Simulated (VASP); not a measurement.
Wanted: the native input for a VASP 6.6.1 run.

```
Task                   : single point
Functional             : PBEsol
Potentials or basis    : VASP PAW PBE potentials, release 64 (Sn_d, O)
Cutoff                 : 520 eV
k mesh                 : 12 × 12 × 10
Occupations            : gaussian, width 0.15 eV
Spin                   : no spin polarisation
Dipole correction      : no
Further INCAR settings : ALGO = Fast; EDIFF = 1e-06; NBANDS = 28
```

The structure of SnO lies in POSCAR:

```
SnO
1.0
    4.2297250000      0.0000000000      0.0000000000
    0.0000000000      3.3742750000      0.0000000000
    0.0000000000      0.0000000000      4.8360000000
Sn O
2 2
Direct
    0.0000000000      0.5000000000      0.2385000000
    0.5000000000      0.0000000000      0.7615000000
    0.0000000000      0.0000000000      0.0000000000
    0.5000000000      0.5000000000      0.0000000000
```

This cell differs from its parent crystal: strain +0.1125 x Voigt [1, -1, 0, 0, 0, 0].

These files were run (other wordings do the same):

INCAR

```
SYSTEM = SnO
PREC = Accurate
ENCUT = 520
EDIFF = 1E-6
ISMEAR = 0
SIGMA = 0.15
LREAL = .FALSE.
LASPH = .TRUE.
NELM = 60
ALGO = Fast
ISIF = 2
LWAVE = .FALSE.
LCHARG = .FALSE.
GGA = PS
NBANDS = 28
```

KPOINTS

```
Automatic mesh
0
G
  12 12 10
  0 0 0
```

Potentials or basis: VASP PAW PBE potentials, release 64 (Sn_d, O).

The run is started by

```console
$ cat potpaw_PBE.64/Sn_d/POTCAR potpaw_PBE.64/O/POTCAR > POTCAR
$ mpirun -np 1 vasp_std > vasp.out
```

Results of the run:

| Item | Value |
| --- | --- |
| Pressure | 6.2 GPa |
| Largest force | 1.787 eV/Å |
| Band gap on the k mesh | zero (bands 20 and 21 overlap by 0.08 eV) |

Caveat: the cell differs from its parent crystal (strain +0.1125 x Voigt [1, -1, 0, 0, 0, 0]); the stress differs along the axes, from -3 to 16 GPa; semilocal functionals underestimate gaps, and a narrow one can read as zero; the PAW data sets were made with another functional, which shifts forces and pressure a little; spin-orbit coupling is left out, which moves the levels of the heavy elements.

Run time: 12 min on 1 thread of Oxide Virtual Turin-like Processor (shared host), peak memory 0.49 GiB.
